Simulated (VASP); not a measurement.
Here is a VASP 6.6.1 calculation.

File INCAR:

```
ALGO = Normal ; EDIFF = 1E-6
ENCUT = 520 ; GGA = PE
ISIF = 2 ; ISMEAR = 0
LASPH = T ; LCHARG = F
LREAL = F ; LWAVE = F
NBANDS = 27 ; NELM = 80
PREC = Accurate ; SIGMA = 0.1
```

Contents of KPOINTS:

```
k-points
0
Gamma
  14 14 8
```

POSCAR

```
Nb2C3
1.0
    2.7918763186     -1.6236907769     -0.0004611110
    2.7918763186      1.6236907769     -0.0004611110
   -1.9080159098      0.0000000000      5.7433235832
Nb C
2 3
Direct
    0.4315276635      0.4315276635      0.7244108973
    0.5684723365      0.5684723365      0.2755891027
    0.0000000000      0.0000000000      0.5000000000
    0.5000000000      0.0000000000      0.0000000000
    0.0000000000      0.5000000000      0.0000000000
```

Potentials or basis: VASP PAW PBE potentials, release 64 (Nb_sv, C).

Command:

```console
$ cat potpaw_PBE.64/Nb_sv/POTCAR potpaw_PBE.64/C/POTCAR > POTCAR
$ mpirun -np 1 vasp_std > vasp.out
```

(1) Estimate the band gap on the k mesh.

(2) What does it give for the largest force?

Answers

(1) zero (bands 19 and 20 overlap by 2.28 eV).

(2) 0.005 eV/Å.
